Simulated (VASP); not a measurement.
Set up this calculation in VASP 6.6.1, as the native input.

- Task: relaxation of the atoms
- Functional: PBE
- Dispersion: D3(BJ)
- Potentials or basis: VASP PAW PBE potentials, release 64 (C, Cl)
- Cutoff: 520 eV
- k mesh: 6 × 6 × 1
- Occupations: gaussian, width 0.1 eV
- Spin: collinear spin
- Starting moments: [0.0, 0.0, 0.0, 0.0, 0.0, 0.0, 0.0, 0.0, 1.0] μB
- Dipole correction: yes
- Atoms held fixed (from 0): [0, 1, 2, 3, 4, 5, 6, 7]
- Further INCAR settings: ALGO = Normal; EDIFF = 1e-07; NELMDL = -8; IBRION = 2; EDIFFG = -0.025; NSW = 36
- Atoms held along some axes (from 0): atom 8 along a and b

The structure of C8Cl lies in POSCAR:

```
C8Cl
1.0
    4.9313048858      0.0000000001      0.0000000000
   -2.4656524429      4.2706353049      0.0000000000
    0.0000000000      0.0000000000     15.5000331949
C Cl
8 1
Selective dynamics
Direct
    0.3333333333      0.1666666667      0.2580661051  F F F
    0.3333333333      0.6666666667      0.2580661051  F F F
    0.8333333333      0.1666666667      0.2580661051  F F F
    0.8333333333      0.6666666667      0.2580661051  F F F
    0.1666666667      0.3333333333      0.2580639635  F F F
    0.1666666667      0.8333333333      0.2580639635  F F F
    0.6666666667      0.3333333333      0.2580639635  F F F
    0.6666666667      0.8333333333      0.2580639635  F F F
    0.3333333333      0.1666666667      0.3729045688  F F T
```

One way to write it, as run:

INCAR

```
  ALGO = Normal
  DIPOL = 0.5 0.5 0.271
  EDIFF = 1E-7
  EDIFFG = -0.025
  ENCUT = 520
  GGA = PE
  GGA_COMPAT = False
  IBRION = 2
  IDIPOL = 3
  ISIF = 2
  ISMEAR = 0
  ISPIN = 2
  IVDW = 12
  KPAR = 4
  LASPH = True
  LCHARG = False
  LDIPOL = True
  LORBIT = 11
  LREAL = False
  LWAVE = False
  MAGMOM = 0 0 0 0 0 0 0 0 1
  NELM = 200
  NELMDL = -8
  NELMIN = 4
  NSW = 36
  PREC = Accurate
  SIGMA = 0.1
```

KPOINTS

```
k-points
0
Gamma
  6 6 1
```

Potentials or basis: VASP PAW PBE potentials, release 64 (C, Cl).

Launch:

```console
$ cat potpaw_PBE.64/C/POTCAR potpaw_PBE.64/Cl/POTCAR > POTCAR
$ mpirun -np 4 vasp_std > vasp.out
```

It gave:

The energy gained by relaxing is 238.1 meV/atom, the ionic steps are 6 and the net moment is 0.89 μB per cell. The site moments are C +0.03, -0.01 (each value once); Cl +0.51 μB and the valence electrons inside the program's atomic spheres are C 2.64, 2.65 (each value once); Cl 4.98. The dispersion energy per atom is -0.100 eV.

Caveat: a moment this small can come from the mesh or the smearing.

Wall time 10 min on 4 MPI ranks on AMD EPYC 7R43 64-Core Processor (Zen 3) (shared host), peak memory 0.66 GiB a rank.
